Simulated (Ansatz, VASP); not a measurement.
# One calculation of Te, two programs

INCAR

```
SYSTEM = Te
PREC = Accurate
ENCUT = 520
EDIFF = 1E-6
ISMEAR = -1
SIGMA = 0.05
LREAL = .False.
LASPH = .True.
NELM = 60
ALGO = Normal
ISIF = 2
LWAVE = .False.
LCHARG = .True.
GGA = CA
LELF = .True.
LVHAR = .True.
NBANDS = 16
```

The input KPOINTS:

```
regular mesh
0
Gamma
  8 8 8
  0 0 0
```

The input POSCAR:

```
Te
1.0
    4.2103880000     -2.3288590000      0.0186290000
    4.2578120000      2.4135410000      0.0660530000
   -0.0908765000      0.0382690000      3.9560455000
Te
3
Direct
    0.6760000000      0.6760000000      0.6750000000
    0.3240000000      0.3240000000      0.3250000000
    0.0000000000      0.0000000000      0.0000000000
```

Input for Ansatz:

```yaml
crystal:
  lattice:
    - [4.210388, -2.328859, 0.018629]
    - [4.257812, 2.413541, 0.066053]
    - [-0.0908765, 0.038269, 3.9560455]
  atoms:
    - { symbol: Te, position: [0.676, 0.676, 0.675] }
    - { symbol: Te, position: [0.324, 0.324, 0.325] }
    - { symbol: Te, position: [0.0, 0.0, 0.0] }
kpoints:
  mp_grid: { grid: [8, 8, 8] }
  band_path:
    path:
      - [0.0, 0.0, 0.0]
      - [0.0, -0.5, 0.0]
      - [0.0, 0.0, -0.5]
      - [0.0, 0.0, 0.0]
      - [0.5, 0.5, 0.0]
      - [0.5, 0.0, -0.5]
      - [0.0, 0.0, 0.0]
      - [0.5, 0.5, -0.5]
      - [0.5, 0.0, 0.0]
    npoints: 5
scf:
  occupations: { method: fermi_dirac, width: 0.05 }
hamiltonian:
  xc: lda
  pseudopotentials: { kind: all_electron, lapw: { basis_error: 0.001 } }
output:
  forces: true
  stress: true
  eigenvalues: true
```

Change from the starting cell: equal xy, yz and zx shear strains of +2 %.

Alike in both runs: task single point; functional LDA; k mesh 8 × 8 × 8; occupations fermi-dirac, width 0.05 eV; no spin polarisation.

|  | VASP | Ansatz |
| --- | --- | --- |
| version | VASP 6.6.1 | Ansatz 0.2.0 |
| potentials or method | VASP PAW LDA potentials, release 64 (Te), cutoff 520 eV | all-electron LAPW, scalar-relativistic |

Ansatz gave:

- pressure (GPa): 4.8
- traceless stress, the component that is largest in VASP (GPa): 1.09
- rms of the force components (eV/Å): 0.196

Q: Estimate VASP's values.

A: Pressure (GPa): 4.9; traceless stress, the component that is largest in VASP (GPa): 0.99; rms of the force components (eV/Å): 0.201.

LDA's correlation is that of Perdew and Zunger in VASP and of Perdew and Wang (1992) in Ansatz. Atom by atom the forces differ by 0.005 eV/Å (rms over components). Ansatz ran all-electron here, and VASP with PAW potentials.

Neither program's run includes spin-orbit coupling.
